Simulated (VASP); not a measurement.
The system is Ge.

```
CELL_PARAMETERS angstrom
0.00000 2.82900 2.82900
2.82900 0.00000 2.82900
2.82900 2.82900 0.00000
ATOMIC_POSITIONS crystal
Ge 0.00000 0.00000 0.00000
Ge 0.25000 0.25000 0.25000
```

```yaml
Program: VASP 6.6.1
Task: relaxation of cell and atoms
Functional: PBE
Potentials_or_basis: VASP PAW PBE potentials, release 64 (Ge_d)
Cutoff: 600 eV
k_mesh: 8 × 8 × 8
Occupations: gaussian, width 0.05 eV
Spin: no spin polarisation
```

At the start: pressure 3.5 GPa; volume 22.64 Å³/atom.

Problem. Where does the relaxation end?

Solution. Over 16 steps the energy falls by 13.5 meV/atom and the volume is 23.88 Å³/atom (+5.5 %); space group Fd-3m (No. 227, to 0.05 Å).

Step by step:
```tsv
step	energy change (eV)	largest force (eV/Å)	pressure (GPa)	volume (Å³)
1	0.0000	0.0000	3.53	45.28
2	-0.0244	0.0000	-0.96	48.63
3	-0.0269	0.0000	-0.03	47.82
4	-0.0269	0.0000	0.03	47.77
5	-0.0269	0.0000	0.05	47.77
6	-0.0269	0.0000	0.06	47.77
7	-0.0269	0.0000	0.03	47.77
8	-0.0269	0.0000	0.04	47.77
9	-0.0269	0.0000	0.04	47.77
10	-0.0269	0.0000	0.04	47.77
11	-0.0269	0.0000	0.04	47.77
12	-0.0269	0.0000	0.04	47.77
13	-0.0269	0.0000	0.04	47.77
14	-0.0269	0.0000	0.04	47.77
15	-0.0269	0.0000	0.05	47.77
16	-0.0269	0.0000	0.00	47.77
```

Final structure:
```cif
data_structure
_symmetry_space_group_name_H-M 'P 1'
_symmetry_Int_Tables_number 1
_cell_length_a 4.0727
_cell_length_b 4.0727
_cell_length_c 4.0727
_cell_angle_alpha 60.000
_cell_angle_beta 60.000
_cell_angle_gamma 60.000
_cell_volume 47.77
loop_
_atom_site_label
_atom_site_type_symbol
_atom_site_fract_x
_atom_site_fract_y
_atom_site_fract_z
_atom_site_occupancy
Ge1 Ge 0.00000 0.00000 0.00000 1
Ge2 Ge 0.25000 0.25000 0.25000 1
```
